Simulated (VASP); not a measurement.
# HfOs (Pm-3m) in VASP: a series of runs

The runs below take HfOs through single point, relaxation of cell and atoms, with LDA.

Everything below comes from runs of VASP 6.6.1. Logs are shortened: lines on timing, memory, paths and dates and some standing lists are left out, and cuts for length are marked.

## (1) The cell of the first run

Symmetry: Pm-3m, No. 221, cubic system. Conventional cell: a = 3.198 Å, b = 3.198 Å, c = 3.198 Å, α = 90.00°, β = 90.00°, γ = 90.00°. Hf (site symmetry m-3m) has 8 Os at 2.77 Å and 6 Hf at 3.20 Å within 3.7 Å. Within 3.7 Å of Os (site symmetry m-3m) lie 8 Hf at 2.77 Å and 6 Os at 3.20 Å.

## (2) Single point, LDA

Input file INCAR:

```
PREC     = Accurate       # precision mode
ENCUT    = 520            # plane-wave cutoff, eV
EDIFF    = 1E-7           # SCF threshold, eV
ISMEAR   = -1             # smearing method
SIGMA    = 0.05           # smearing width, eV
LREAL    = F              # projectors in reciprocal space
LASPH    = T              # aspherical terms in the spheres
NELM     = 80             # most SCF steps
ALGO     = Normal         # electronic algorithm
ISIF     = 2              # what is computed and relaxed
LWAVE    = F              # write WAVECAR
LCHARG   = T              # write CHGCAR
LELF     = T              # ELF
LVHAR    = T            
NBANDS   = 16             # bands
```

Input file KPOINTS:

```
regular mesh
0
Gamma
  10 10 10
```

Input file POSCAR:

```
HfOs
1.0
    3.1979432915      0.0000000000      0.0000000000
    0.0000000000      3.1979432915      0.0000000000
    0.0000000000      0.0000000000      3.1979432915
Hf Os
1 1
Direct
    0.0000000000      0.0000000000      0.0000000000
    0.5000000000      0.5000000000      0.5000000000
```

Potentials or basis: VASP PAW LDA potentials, release 64 (Hf_pv, Os).

On the command line:

```bash
$ cat potpaw_LDA.64/Hf_pv/POTCAR potpaw_LDA.64/Os/POTCAR > POTCAR
$ mpirun -np 1 vasp_std > vasp.out
```

OUTCAR:

```text
PREC = Accurate
   ENCUT = 520
   EDIFF = 1E-7
   ISMEAR = -1
   LREAL = F
   LASPH = T
   NELM = 80
   ISIF = 2

 ion  position               nearest neighbor table
   1  0.000  0.000  0.000-   2 2.77   2 2.77   2 2.77   2 2.77   2 2.77   2 2.77   2 2.77   2 2.77

   2  0.500  0.500  0.500-   1 2.77   1 2.77   1 2.77   1 2.77   1 2.77   1 2.77   1 2.77   1 2.77

  LATTYP: Found a simple cubic cell.
 ALAT       =     3.1979432915

  Lattice vectors:

 A1 = (   3.1979432915,   0.0000000000,   0.0000000000)
 A2 = (   0.0000000000,   3.1979432915,   0.0000000000)
 A3 = (   0.0000000000,   0.0000000000,   3.1979432915)

Analysis of symmetry for initial positions (statically):
=====================================================================
 Subroutine PRICEL returns:
 Original cell was already a primitive cell.

 Routine SETGRP: Setting up the symmetry group for a
 simple cubic supercell.

 Subroutine GETGRP returns: Found 48 space group operations
 (whereof 48 operations were pure point group operations)
 out of a pool of 48 trial point group operations.

The static configuration has the point symmetry O_h .

Analysis of symmetry for dynamics (positions and initial velocities):
=====================================================================
 Subroutine PRICEL returns:
 Original cell was already a primitive cell.

 Routine SETGRP: Setting up the symmetry group for a
 simple cubic supercell.

 Subroutine GETGRP returns: Found 48 space group operations
 (whereof 48 operations were pure point group operations)
 out of a pool of 48 trial point group operations.

The dynamic configuration has the point symmetry O_h .

 Subroutine INISYM returns: Found 48 space group operations
 (whereof 48 operations are pure point group operations),
 and found     1 'primitive' translations

----------------------------------------------------------------------------------------

                                     Primitive cell

  volume of cell :      32.7049

  direct lattice vectors                    reciprocal lattice vectors
     3.197943292  0.000000000  0.000000000     0.312700980  0.000000000  0.000000000
     0.000000000  3.197943292  0.000000000     0.000000000  0.312700980  0.000000000
     0.000000000  0.000000000  3.197943292     0.000000000  0.000000000  0.312700980

  length of vectors
     3.197943292  3.197943292  3.197943292     0.312700980  0.312700980  0.312700980

  position of ions in fractional coordinates (direct lattice)
     0.000000000  0.000000000  0.000000000
     0.500000000  0.500000000  0.500000000

  ion indices of the primitive-cell ions
   primitive index   ion index
                 1           1
                 2           2

----------------------------------------------------------------------------------------

 KPOINTS: regular mesh

Automatic generation of k-mesh.
 Grid dimensions read from file:
 generate k-points for:   10   10   10

 Generating k-lattice:

  Cartesian coordinates                     Fractional coordinates (reciprocal lattice)
     0.031270098  0.000000000  0.000000000     0.100000000  0.000000000  0.000000000
     0.000000000  0.031270098  0.000000000     0.000000000  0.100000000  0.000000000
     0.000000000  0.000000000  0.031270098     0.000000000  0.000000000  0.100000000

  Length of vectors
     0.031270098  0.031270098  0.031270098

  Shift w.r.t. Gamma in fractional coordinates (k-lattice)
     0.000000000  0.000000000  0.000000000

 Subroutine IBZKPT returns following result:
 ===========================================

 Found     56 irreducible k-points:

 Following reciprocal coordinates:
            Coordinates               Weight
  0.000000  0.000000  0.000000      1.000000
  0.100000  0.000000  0.000000      6.000000
  0.200000  0.000000  0.000000      6.000000
  0.300000  0.000000  0.000000      6.000000
  0.400000  0.000000  0.000000      6.000000
  0.500000  0.000000  0.000000      3.000000
[... 16 lines left out ...]
  0.200000  0.100000  0.100000     24.000000
  0.300000  0.100000  0.100000     24.000000
 [... further k-points ...]
   k-points           NKPTS =     56   k-points in BZ     NKDIM =     56   number of bands    NBANDS=     16
   number of dos      NEDOS =    301   number of ions     NIONS =      2
   total plane-waves  NPLWV =  13824
   dimension x,y,z NGX =    24 NGY =   24 NGZ =   24
   dimension x,y,z NGXF=    48 NGYF=   48 NGZF=   48
   ions per type =               1   1
   NGX,Y,Z   is equivalent  to a cutoff of  12.48, 12.48, 12.48 a.u.
   NGXF,Y,Z  is equivalent  to a cutoff of  24.95, 24.95, 24.95 a.u.
 SYSTEM =  unknown system
   PREC   = accura    normal or accurate (medium, high low for compatibility)
   ISTART =      0    job   : 0-new  1-cont  2-samecut
   ICHARG =      2    charge: 1-file 2-atom 10-const
   ISPIN  =      1    spin polarized calculation?
   LNONCOLLINEAR =      F non collinear calculations
   LSORBIT =      F    spin-orbit coupling
   LASPH  =      T    aspherical Exc in radial PAW
   ENCUT  =  520.0 eV  38.22 Ry    6.18 a.u.   5.95  5.95  5.95*2*pi/ulx,y,z
   NELM   =     80;   NELMIN=  2; NELMDL= -5     # of ELM steps
   EDIFF  = 0.1E-06   stopping-criterion for ELM
   LREAL  =      F    real-space projection
   EDIFFG = 0.1E-05   stopping-criterion for IOM
   NSW    =      0    number of steps for IOM
   IBRION =     -1    ionic relax: 0-MD 1-quasi-New 2-CG
   NFREE  =      0    steps in history (QN), initial steepest desc. (CG)
   ISIF   =      2    stress and relaxation
   ISYM   =      2    0-nonsym 1-usesym 2-fastsym
   POTIM  = 0.5000    time-step for ionic-motion
   TEBEG  =    0.0;   TEEND  =   0.0 temperature during run
   PSTRESS=    0.0 pullay stress
   NELECT =      18.0000    total number of electrons
   NUPDOWN=      -1.0000    fix difference up-down
   EMIN   =  10.00;   EMAX   =-10.00  energy-range for DOS
   EFERMI =   0.00;   METHOD = LEGACY
   ISMEAR =    -1;   SIGMA  =   0.05  broadening in eV -4-tet -1-fermi 0-gaus
   EFERMI_NEDOS =   21; number of points for ismear=-14 and -15
   IALGO  =     38    algorithm
   IMIX   =      4    mixing-type and parameters
     AMIX     =   0.40;   BMIX     =  1.00
     AMIX_MAG =   1.60;   BMIX_MAG =  1.00
  volume/ion in A,a.u.               =      16.35       110.35
  Fermi-wavevector in a.u.,A,eV,Ry     =   1.341616  2.535287 24.489583  1.799934
  Thomas-Fermi vector in A             =   2.469835
   LORBIT       =      0    0 simple, 1 ext, 2 COOP (PROOUT), +10 PAW based schemes
   GGA     = CA    functional components
   LHFCALC =     F    Hartree Fock is set to
   AEXX    =    0.0000 exact exchange contribution
   IVDW    =     0    specifies the selected vdW correction
   LEPSILON=     F    determine dielectric tensor
   LRPA    =     F    only Hartree local field effects (RPA)
 non-spin polarized calculation
  energy-cutoff  :      520.00
  volume of cell :       32.70
 maximum number of plane-waves:       912
 NGX is ok and might be reduce to    24
   NGX = 11   NGY = 11   NGZ = 11

 number of electron      17.9999998 magnetization

 Free energy of the ion-electron system (eV)
  ---------------------------------------------------
  ext. energy  EPLUGINS =         0.00000000
  ---------------------------------------------------
  free energy    TOTEN  =       -24.78427417 eV

  energy without entropy =      -24.78268886  energy(sigma->0) =      -24.78348151

 E-fermi :   7.4785     XC(G=0): -13.1300

 val. band max:        7.4261840236   @ k =   0.5000   0.1000   0.1000
 cond. band min:       7.6554806523   @ k =   0.5000   0.4000   0.1000
 fundamental gap:      0.2292966287
 Fermi energy:         7.4785421059

 k-point     1 :       0.0000    0.0000    0.0000
  band No.  band energies     occupation
      1     -22.6759      2.00000
      2     -22.6759      2.00000
      3     -22.6759      2.00000
      4      -1.7325      2.00000
      5       1.8005      2.00000
      6       1.8005      2.00000
[... 8 lines left out ...]
     15      15.8775      0.00000
     16      15.8775      0.00000

 k-point     2 :       0.1000    0.0000    0.0000
  band No.  band energies     occupation
      1     -22.7233      2.00000
      2     -22.6743      2.00000
      3     -22.6743      2.00000
      4      -1.4905      2.00000
      5       1.9106      2.00000
      6       1.9850      2.00000
[... 8 lines left out ...]
     15      15.0855      0.00000
     16      17.2364      0.00000

 k-point     3 :       0.2000    0.0000    0.0000
  band No.  band energies     occupation
      1     -22.8452      2.00000
      2     -22.6701      2.00000
      3     -22.6701      2.00000
      4      -0.7975      2.00000
      5       2.2320      2.00000
      6       2.4687      2.00000
[... 8 lines left out ...]
     15      13.6521      0.00000
     16      19.4725      0.00000

 k-point     4 :       0.3000    0.0000    0.0000
  band No.  band energies     occupation
      1     -22.9921      2.00000
      2     -22.6649      2.00000
      3     -22.6649      2.00000
      4       0.2487      2.00000
      5       2.7307      2.00000
      6       3.0218      2.00000
[... 8 lines left out ...]
     15      12.9995      0.00000
     16      19.6478      0.00000
[... 324 lines left out ...]
 k-point    22 :       0.1000    0.1000    0.1000
  band No.  band energies     occupation
      1     -22.7313      2.00000
      2     -22.7116      2.00000
      3     -22.7116      2.00000
      4      -1.0327      2.00000
      5       2.2348      2.00000
      6       2.2348      2.00000
[... 8 lines left out ...]
     15      17.1634      0.00000
     16      17.1635      0.00000

 k-point    23 :       0.2000    0.1000    0.1000
  band No.  band energies     occupation
      1     -22.8379      2.00000
      2     -22.7132      2.00000
      3     -22.7075      2.00000
      4      -0.3937      2.00000
      5       2.5169      2.00000
      6       2.7214      2.00000
[... 8 lines left out ...]
     15      15.7137      0.00000
     16      18.2972      0.00000

 k-point    24 :       0.3000    0.1000    0.1000
  band No.  band energies     occupation
      1     -22.9791      2.00000
      2     -22.7024      2.00000
      3     -22.7023      2.00000
      4       0.5499      2.00000
      5       2.9447      2.00000
      6       3.2351      2.00000
[... 8 lines left out ...]
     15      14.4559      0.00000
     16      19.6162      0.00000

 [... further k-points ...]

------------------------ aborting loop because EDIFF is reached ----------------------------------------

  FORCE on cell =-STRESS in cart. coord.  units (eV):
  Direction    XX          YY          ZZ          XY          YZ          ZX
  --------------------------------------------------------------------------------------
  -------------------------------------------------------------------------------------
  Total       -0.0487186     -0.0487186     -0.0487186      0.0000000      0.0000000     -0.0000000
  in kB       -2.3866734     -2.3866734     -2.3866734      0.0000000      0.0000000     -0.0000000
  external PRESSURE =      -2.3866734 kB  Pullay stress =       0.0000000 kB

 VOLUME and BASIS-vectors are now :
 -----------------------------------------------------------------------------
  energy-cutoff  :      520.00
  volume of cell :       32.70
      direct lattice vectors                 reciprocal lattice vectors
     3.197943292  0.000000000  0.000000000     0.312700980  0.000000000  0.000000000
     0.000000000  3.197943292  0.000000000     0.000000000  0.312700980  0.000000000
     0.000000000  0.000000000  3.197943292     0.000000000  0.000000000  0.312700980

 POSITION                                       TOTAL-FORCE (eV/Angst)
 -----------------------------------------------------------------------------------
      0.00000      0.00000      0.00000         0.000000      0.000000      0.000000
      1.59897      1.59897      1.59897         0.000000      0.000000      0.000000
 -----------------------------------------------------------------------------------
    total drift:                                0.000000      0.000000     -0.000000

  FREE ENERGIE OF THE ION-ELECTRON SYSTEM (eV)
  ---------------------------------------------------
  free  energy   TOTEN  =       -24.7842741666 eV

  energy  without entropy=      -24.7826888594  energy(sigma->0) =      -24.78348151
```

Wall time 14 s (1 thread of Intel Xeon Platinum 8259CL at 2.50GHz (Skylake/Cascade Lake), shared host); peak memory 0.15 GiB.

What came out:

```
Free energy            : -24.7843 eV
Pressure               : -0.2 GPa
Band gap on the k mesh : zero (band 9 reaches 8.14 eV, above the bottom of band 10 at 6.71 eV)
```

Caveat: spin-orbit coupling is left out, which moves the levels of the heavy elements.

[end of part 1 of 2]
